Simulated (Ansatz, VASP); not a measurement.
**AlRu: VASP beside Ansatz**

```
Al Ru
1.0
     2.94969    0.00000    0.00000
     0.00000    2.94969    0.00000
     0.00000    0.00000    2.94969
Al Ru
1 1
Direct
  0.00000 0.00000 0.00000
  0.50000 0.50000 0.50000
```

Alike in both runs: task relaxation of cell and atoms; functional PBEsol; k mesh 14 × 14 × 14; occupations gaussian, width 0.1 eV; no spin polarisation.

|  | VASP | Ansatz |
| --- | --- | --- |
| version | VASP 6.6.1 | Ansatz 0.2.0 |
| potentials or method | VASP PAW PBE potentials, release 64 (Al, Ru_pv), cutoff 500 eV | scalar-relativistic, plane waves, PAW |
| valence electrons in the cell | 17 | 19 |

```tsv
	VASP	Ansatz	Ansatz less VASP
gap on the k mesh at the Fermi level, each at its own relaxed structure (eV)	none	none	-
relaxed volume (Å³/atom)	13.19	13.18	-0.008
relaxed cell length with the largest relative difference (Å)	2.977	2.976	-0.0006
```

VASP's potentials were made for PBE, not for PBEsol. A gap of «none» marks a metal or a gap that the smearing closes. VASP's potentials hold 17 valence electrons a cell and Ansatz's 19, so a difference there can come from the potentials and not from the codes.
